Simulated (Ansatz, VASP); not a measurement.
## Sb: VASP beside Ansatz

```
CELL_PARAMETERS angstrom
3.16674 0.00000 0.00000
-1.58337 2.74247 0.00000
0.00000 0.00000 5.20331
ATOMIC_POSITIONS crystal
Sb 0.33333 0.66667 0.25000
Sb 0.66667 0.33333 0.75000
```

Change from the starting cell: volume scaled by 0.88, LAPW.

Alike in both runs: task single point; functional LDA; k mesh 14 × 14 × 8; occupations fermi-dirac, width 0.05 eV; no spin polarisation.

|  | VASP | Ansatz |
| --- | --- | --- |
| version | VASP 6.6.1 | Ansatz 0.2.0 |
| potentials or method | VASP PAW LDA potentials, release 64 (Sb), cutoff 520 eV | all-electron LAPW, scalar-relativistic |

```csv
,VASP,Ansatz,Ansatz less VASP
pressure (GPa),12.6,12.2,-0.36
```

LDA's correlation is that of Perdew and Zunger in VASP and of Perdew and Wang (1992) in Ansatz. Ansatz ran all-electron here, and VASP with PAW potentials.

Neither program's run includes spin-orbit coupling.
